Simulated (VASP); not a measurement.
The system is TiO2.

```
Ti O
1.0
     4.69005    0.00000    0.00000
     0.00000    4.69005    0.00000
     0.00000    0.00000    3.01725
Ti O
2 4
Cartesian
  0.0000 0.0000 1.5086
  2.3450 2.3450 0.0000
  1.4273 1.4273 1.5086
  0.9177 3.7723 0.0000
  3.7723 0.9177 0.0000
  3.2628 3.2628 1.5086
```

Base run:

* Program: VASP 6.6.1
* Functional: PBE
* Potentials or basis: VASP PAW PBE potentials, release 64 (Ti_sv, O)
* Cutoff: 520 eV
* k mesh: 6 × 6 × 9
* Occupations: fermi-dirac, width 0.05 eV
* Spin: no spin polarisation

Its results: band gap on the k mesh 1.70 eV, direct; pressure -7.8 GPa; largest force 0.235 eV/Å.

**Question.** The run is repeated on the same cell with these changes: functional from PBE to PBEsol. What comes out?

**Answer.** Band gap on the k mesh 1.67 eV, direct; pressure -14.2 GPa; largest force 0.300 eV/Å.

PBEsol binds more tightly than PBE, so the same cell stands under less pressure.

Caveats: the PAW data sets were made with another functional, which shifts forces and pressure a little (some runs).

A k mesh can miss the band edges.
